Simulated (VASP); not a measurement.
# Ir (R-3m) in VASP: relaxation of cell and atoms with PBE

Aim: the relaxation of cell and atoms of Ir with PBE.

Everything below comes from runs of VASP 6.6.1. Logs are shortened: lines on timing, memory, paths and dates and some standing lists are left out, and cuts for length are marked.

## Step 1: The cell of the first run

Symmetry: R-3m, No. 166, trigonal system. Conventional cell: a = 3.582 Å, b = 3.582 Å, c = 9.198 Å, α = 90.00°, β = 90.00°, γ = 120.00°. Ir (site symmetry 3m) has 6 Ir at 2.52 to 2.63 Å within 3.3 Å.

## Step 2: Relaxation of cell and atoms, PBE

Input file INCAR:

```
PREC = Accurate ; ENCUT = 600
EDIFF = 1E-6 ; ISMEAR = 0
SIGMA = 0.1 ; LREAL = False
LASPH = True ; NELM = 80
ALGO = Fast ; ISIF = 3
LWAVE = False ; LCHARG = False
GGA = PE ; IBRION = 2
NSW = 100 ; EDIFFG = -0.01
```

Input file KPOINTS:

```
regular mesh
0
Gamma
  18 18 18
```

Input file POSCAR:

```
Ir
1.0
    1.7910351783      1.0340546423      3.0661561161
   -1.7910351783      1.0340546423      3.0661561161
    0.0000000000     -2.0681092846      3.0661561161
Ir
2
Direct
    0.2447904747      0.2447904747      0.2447904747
    0.7552095253      0.7552095253      0.7552095253
```

Potentials or basis: VASP PAW PBE potentials, release 64 (Ir).

Started as:

```bash
$ cat potpaw_PBE.64/Ir/POTCAR > POTCAR
$ mpirun -np 1 vasp_std > vasp.out
```

OUTCAR:

```text
PREC = Accurate
   ENCUT = 600
   EDIFF = 1E-6
   ISMEAR = 0
   LREAL = False
   LASPH = True
   NELM = 80
   ISIF = 3
   GGA = PE
   IBRION = 2
   NSW = 100
   EDIFFG = -0.01

 ion  position               nearest neighbor table
   1  0.245  0.245  0.245-   2 2.52   2 2.52   2 2.52   2 2.63   2 2.63   2 2.63
   2  0.755  0.755  0.755-   1 2.52   1 2.52   1 2.52   1 2.63   1 2.63   1 2.63

  LATTYP: Found a trigonal (rhomboedric) cell.
 ALAT       =     3.6984306593
 COS(alpha) =     0.5309671439

  Lattice vectors:

 A1 = (   1.7910351783,   1.0340546423,   3.0661561161)
 A2 = (  -1.7910351783,   1.0340546423,   3.0661561161)
 A3 = (   0.0000000000,  -2.0681092846,   3.0661561161)

Analysis of symmetry for initial positions (statically):
=====================================================================
 Subroutine PRICEL returns:
 Original cell was already a primitive cell.

 Routine SETGRP: Setting up the symmetry group for a
 trigonal (rhombohedral) supercell.

 Subroutine GETGRP returns: Found 12 space group operations
 (whereof 12 operations were pure point group operations)
 out of a pool of 12 trial point group operations.

The static configuration has the point symmetry D_3d.

Analysis of symmetry for dynamics (positions and initial velocities):
=====================================================================
 Subroutine PRICEL returns:
 Original cell was already a primitive cell.

 Routine SETGRP: Setting up the symmetry group for a
 trigonal (rhombohedral) supercell.

 Subroutine GETGRP returns: Found 12 space group operations
 (whereof 12 operations were pure point group operations)
 out of a pool of 12 trial point group operations.

The dynamic configuration has the point symmetry D_3d.

 Subroutine INISYM returns: Found 12 space group operations
 (whereof 12 operations are pure point group operations),
 and found     1 'primitive' translations

----------------------------------------------------------------------------------------

                                     Primitive cell

  volume of cell :      34.0716

  direct lattice vectors                    reciprocal lattice vectors
     1.791035178  1.034054642  3.066156116     0.279168163  0.161177814  0.108713751
    -1.791035178  1.034054642  3.066156116    -0.279168163  0.161177814  0.108713751
     0.000000000 -2.068109285  3.066156116     0.000000000 -0.322355628  0.108713751

  length of vectors
     3.698430659  3.698430659  3.698430659     0.340193813  0.340193813  0.340193813

  position of ions in fractional coordinates (direct lattice)
     0.244790475  0.244790475  0.244790475
     0.755209525  0.755209525  0.755209525

  ion indices of the primitive-cell ions
   primitive index   ion index
                 1           1
                 2           2

----------------------------------------------------------------------------------------

 KPOINTS: regular mesh

Automatic generation of k-mesh.
 Grid dimensions read from file:
 generate k-points for:   18   18   18

 Generating k-lattice:

  Cartesian coordinates                     Fractional coordinates (reciprocal lattice)
     0.015509342  0.008954323  0.006039653     0.055555556 -0.000000000  0.000000000
    -0.015509342  0.008954323  0.006039653    -0.000000000  0.055555556  0.000000000
     0.000000000 -0.017908646  0.006039653     0.000000000  0.000000000  0.055555556

  Length of vectors
     0.018899656  0.018899656  0.018899656

  Shift w.r.t. Gamma in fractional coordinates (k-lattice)
     0.000000000  0.000000000  0.000000000

 Subroutine IBZKPT returns following result:
 ===========================================

 Found    580 irreducible k-points:

 Following reciprocal coordinates:
            Coordinates               Weight
  0.000000  0.000000  0.000000      1.000000
  0.055556 -0.000000  0.000000      6.000000
  0.111111 -0.000000  0.000000      6.000000
  0.166667  0.000000  0.000000      6.000000
  0.222222 -0.000000  0.000000      6.000000
  0.277778 -0.000000  0.000000      6.000000
[... 16 lines left out ...]
 -0.277778  0.055556 -0.000000     12.000000
 -0.222222  0.055556 -0.000000     12.000000
 [... further k-points ...]
   k-points           NKPTS =    580   k-points in BZ     NKDIM =    580   number of bands    NBANDS=     13
   number of dos      NEDOS =    301   number of ions     NIONS =      2
   total plane-waves  NPLWV =  27000
   dimension x,y,z NGX =    30 NGY =   30 NGZ =   30
   dimension x,y,z NGXF=    60 NGYF=   60 NGZF=   60
   ions per type =               2
   NGX,Y,Z   is equivalent  to a cutoff of  13.49, 13.49, 13.49 a.u.
   NGXF,Y,Z  is equivalent  to a cutoff of  26.97, 26.97, 26.97 a.u.
 SYSTEM =  unknown system
   PREC   = accura    normal or accurate (medium, high low for compatibility)
   ISTART =      0    job   : 0-new  1-cont  2-samecut
   ICHARG =      2    charge: 1-file 2-atom 10-const
   ISPIN  =      1    spin polarized calculation?
   LNONCOLLINEAR =      F non collinear calculations
   LSORBIT =      F    spin-orbit coupling
   LASPH  =      T    aspherical Exc in radial PAW
   ENCUT  =  600.0 eV  44.10 Ry    6.64 a.u.   7.39  7.39  7.39*2*pi/ulx,y,z
   NELM   =     80;   NELMIN=  2; NELMDL= -5     # of ELM steps
   EDIFF  = 0.1E-05   stopping-criterion for ELM
   LREAL  =      F    real-space projection
   EDIFFG = -.1E-01   stopping-criterion for IOM
   NSW    =    100    number of steps for IOM
   IBRION =      2    ionic relax: 0-MD 1-quasi-New 2-CG
   NFREE  =      1    steps in history (QN), initial steepest desc. (CG)
   ISIF   =      3    stress and relaxation
   ISYM   =      2    0-nonsym 1-usesym 2-fastsym
   POTIM  = 0.5000    time-step for ionic-motion
   TEBEG  =    0.0;   TEEND  =   0.0 temperature during run
   PSTRESS=    0.0 pullay stress
   NELECT =      18.0000    total number of electrons
   NUPDOWN=      -1.0000    fix difference up-down
   EMIN   =  10.00;   EMAX   =-10.00  energy-range for DOS
   EFERMI =   0.00;   METHOD = LEGACY
   ISMEAR =     0;   SIGMA  =   0.10  broadening in eV -4-tet -1-fermi 0-gaus
   EFERMI_NEDOS =   21; number of points for ismear=-14 and -15
   IALGO  =     68    algorithm
   IMIX   =      4    mixing-type and parameters
     AMIX     =   0.40;   BMIX     =  1.00
     AMIX_MAG =   1.60;   BMIX_MAG =  1.00
  volume/ion in A,a.u.               =      17.04       114.96
  Fermi-wavevector in a.u.,A,eV,Ry     =   1.323431  2.500922 23.830190  1.751470
  Thomas-Fermi vector in A             =   2.453040
   LORBIT       =      0    0 simple, 1 ext, 2 COOP (PROOUT), +10 PAW based schemes
   GGA     = PE    functional components
   LHFCALC =     F    Hartree Fock is set to
   AEXX    =    0.0000 exact exchange contribution
   IVDW    =     0    specifies the selected vdW correction
   LEPSILON=     F    determine dielectric tensor
   LRPA    =     F    only Hartree local field effects (RPA)
 conjugate gradient relaxation of ions
 non-spin polarized calculation
 RMM-DIIS sequential band-by-band and
 Gauss-broadening in eV      SIGMA  =   0.10
  energy-cutoff  :      600.00
  volume of cell :       34.07
 maximum number of plane-waves:      1153
 NGX is ok and might be reduce to    30
   NGX = 15   NGY = 15   NGZ = 15

--------------------------------------- Ionic step        1  -------------------------------------------

 number of electron      18.0000000 magnetization

 Free energy of the ion-electron system (eV)
  ---------------------------------------------------
  ext. energy  EPLUGINS =         0.00000000
  ---------------------------------------------------
  free energy    TOTEN  =       -15.69820416 eV

  energy without entropy =      -15.68386981  energy(sigma->0) =      -15.69103698

------------------------ aborting loop because EDIFF is reached ----------------------------------------

  FORCE on cell =-STRESS in cart. coord.  units (eV):
  Direction    XX          YY          ZZ          XY          YZ          ZX
  --------------------------------------------------------------------------------------
  -------------------------------------------------------------------------------------
  Total        0.2995416      0.2995416     -0.4420050     -0.0000000      0.0000000      0.0000000
  in kB       14.0855773     14.0855773    -20.7847439     -0.0000000      0.0000000      0.0000000
  external PRESSURE =       2.4621369 kB  Pullay stress =       0.0000000 kB
[... 237 lines left out ...]
  energy  without entropy=      -15.7146094633  energy(sigma->0) =      -15.72237923

--------------------------------------- Ionic step        8  -------------------------------------------

 number of electron      17.9999999 magnetization

 Free energy of the ion-electron system (eV)
  ---------------------------------------------------
  ext. energy  EPLUGINS =         0.00000000
  ---------------------------------------------------
  free energy    TOTEN  =       -15.73016195 eV

  energy without entropy =      -15.71462730  energy(sigma->0) =      -15.72239462

 E-fermi :   7.4051     XC(G=0): -12.7449

 val. band max:        7.4046773005   @ k =  -0.3333   0.4444   0.3333
 cond. band min:       7.4053085397   @ k =  -0.2222   0.4444   0.0556
 fundamental gap:      0.0006312392
 Fermi energy:         7.4051243435

 k-point     1 :       0.0000    0.0000    0.0000
  band No.  band energies     occupation
      1      -1.6608      2.00000
      2       1.4994      2.00000
      3       1.4994      2.00000
      4       2.3006      2.00000
      5       2.3105      2.00000
      6       2.3105      2.00000
      7       8.6964      0.00000
      8       8.6964      0.00000
      9       8.6986      0.00000
     10      10.9220      0.00000
     11      10.9220      0.00000
     12      16.7387      0.00000
     13      18.1247      0.00000
[... 353 lines left out ...]
 k-point    24 :      -0.2222    0.0556   -0.0000
  band No.  band energies     occupation
      1      -0.3050      2.00000
      2       2.1731      2.00000
      3       2.4106      2.00000
      4       2.4465      2.00000
      5       3.0055      2.00000
      6       3.2610      2.00000
      7       7.4791      0.29564
      8       7.8466      0.00000
      9       7.9903      0.00000
     10       8.0897      0.00000
     11       8.8485      0.00000
     12      13.0628      0.00000
     13      18.3506      0.00000

 [... further k-points ...]

------------------------ aborting loop because EDIFF is reached ----------------------------------------

  FORCE on cell =-STRESS in cart. coord.  units (eV):
  Direction    XX          YY          ZZ          XY          YZ          ZX
  --------------------------------------------------------------------------------------
  -------------------------------------------------------------------------------------
  Total        0.0174407      0.0174407      0.0010557     -0.0000000      0.0000000     -0.0000000
  in kB        0.8219749      0.8219749      0.0497531     -0.0000000      0.0000000     -0.0000000
  external PRESSURE =       0.5645677 kB  Pullay stress =       0.0000000 kB
[... 17 lines left out ...]
  FREE ENERGIE OF THE ION-ELECTRON SYSTEM (eV)
  ---------------------------------------------------
  free  energy   TOTEN  =       -15.7301619451 eV

  energy  without entropy=      -15.7146272982  energy(sigma->0) =      -15.72239462

 reached required accuracy - stopping structural energy minimisation
```

It took 15 min on 1 thread of Intel Xeon 6975P-C (Granite Rapids), shared host; peak memory 0.46 GiB.

What came out:

```yaml
Free_energy: -15.7302 eV
Relaxed_volume: 17.00 Å³/atom
Relaxed_cell: a = 3.638 Å, b = 3.638 Å, c = 3.638 Å, α = 59.94°, β = 59.94°, γ = 59.94°
Space_group_after_relaxing_to_0.1_Å: Pm-3m (No. 221)
Energy_gained_by_relaxing: 16.0 meV/atom
Ionic_steps: 8
Pressure_after_relaxing: 0.1 GPa
Band_gap_on_the_k_mesh: zero (bands 9 and 10 overlap by 2.90 eV)
```

Stress tensor (GPa, compression positive):
```
0.08 0.00 0.00
0.00 0.08 0.00
0.00 0.00 0.00
```

The path:
```tsv
step	energy change (eV)	largest force (eV/Å)	pressure (GPa)	volume (Å³)
1	0.0000	0.4125	0.25	34.07
2	-0.0194	0.2592	-1.14	34.20
3	-0.0291	0.0307	-2.42	34.35
4	-0.0166	0.1802	5.79	33.26
5	-0.0319	0.0229	-0.07	34.02
6	-0.0319	0.0282	-0.03	34.01
7	-0.0319	0.0115	0.01	34.00
8	-0.0320	0.0011	0.06	34.00
```

Final structure:
```
CELL_PARAMETERS angstrom
1.81728 1.04921 2.97154
-1.81728 1.04921 2.97154
0.00000 -2.09842 2.97154
ATOMIC_POSITIONS crystal
Ir 0.25000 0.25000 0.25000
Ir 0.75000 0.75000 0.75000
```

Levels at points of the mesh, in eV from the Fermi level:
```csv
k point,band 5,band 6,band 7,band 8,band 9,band 10,band 11,band 12,band 13
"(0.00, 0.00, 0.00)",-5.09,-5.09,1.29,1.29,1.29,3.52,3.52,9.33,10.72
"(0.50, 0.00, 0.00)",-3.00,-3.00,-1.58,-1.58,-1.57,-1.57,-0.25,-0.25,13.39
"(0.50, 0.50, 0.00)",-1.43,-1.43,-0.92,-0.91,-0.86,1.56,3.33,4.52,4.54
"(0.50, 0.50, 0.50)",-3.00,-3.00,-1.58,-1.58,-1.58,-1.58,-0.26,-0.26,13.41
```

Caveat: spin-orbit coupling is left out, which moves the levels of the heavy elements.
